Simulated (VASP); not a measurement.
## MgO2: relaxation of shape and atoms at fixed volume with r2SCAN

The system is MgO2.

```
Mg O
1.0
     1.50270    0.86758    3.36155
    -1.50270    0.86758    3.36155
     0.00000   -1.73516    3.36155
Mg O
1 2
Direct
  0.00000 0.00000 0.00000
  0.42921 0.42921 0.42921
  0.57079 0.57079 0.57079
```

| Property | Result |
| --- | --- |
| Program | VASP 6.6.1 |
| Task | relaxation of shape and atoms at fixed volume |
| Functional | r2SCAN |
| Potentials or basis | VASP PAW PBE potentials, release 64 (Mg, O) |
| Cutoff | 600 eV |
| k mesh | 12 × 12 × 12 |
| Occupations | gaussian, width 0.02 eV |
| Spin | no spin polarisation |
| Dipole correction | no |
| Further INCAR settings | ALGO = Normal; EDIFF = 1e-07; IBRION = 2; EDIFFG = -0.01; NSW = 50; ISIF = 4 |

| Item | Value |
| --- | --- |
| Energy gained by relaxing | 1.6 meV/atom |
| Ionic steps | 6 |
| Pressure after relaxing | 21.6 GPa |
| Band gap on the k mesh | 3.44 eV |

Forces on the atoms (eV/Å):
```
Mg   0.000  0.000  0.000
O    0.000  0.000  0.003
O    0.000  0.000 -0.003
```

Stress tensor (GPa, compression positive):
```
21.65  0.00  0.00
 0.00 21.65  0.00
 0.00  0.00 21.57
```

Step by step:
```csv
step,energy change (eV),largest force (eV/Å),pressure (GPa),volume (Å³)
1,0.0000,0.4912,22.53,26.29
2,0.0372,1.5501,20.39,26.29
3,-0.0043,0.0665,21.85,26.29
4,-0.0043,0.0548,21.86,26.29
5,-0.0048,0.0233,21.72,26.29
6,-0.0048,0.0028,21.62,26.29
```

Final structure:
```
Mg O
1.0
     1.49799    0.86486    3.38272
    -1.49799    0.86486    3.38272
     0.00000   -1.72972    3.38272
Mg O
1 2
Cartesian
  0.0000 0.0000 0.0000
  0.0000 0.0000 4.3529
  0.0000 0.0000 5.7952
```

Levels at points of the mesh, in eV from the valence-band top:
```tsv
k point	band 4	band 5	band 6	band 7	band 8	band 9	band 10	band 11
(0.00, 0.00, 0.00)	-3.80	-3.80	-1.02	-1.02	6.12	6.37	14.49	16.44
(0.50, 0.00, 0.00)	-7.13	-4.31	-1.52	-1.48	5.32	10.38	13.15	15.07
(0.50, 0.50, 0.00)	-6.43	-5.00	-2.58	-0.30	4.69	9.28	13.53	15.38
(0.50, 0.50, 0.50)	-4.45	-4.45	0.00	0.00	3.44	6.30	12.20	16.92
```

It took 11 min on 1 thread of Intel(R) Xeon(R) 6975P-C (Granite Rapids) (shared host), peak memory 0.23 GiB.

Caveat: the PAW data sets were made with another functional, which shifts forces and pressure a little. A k mesh can miss the band edges.
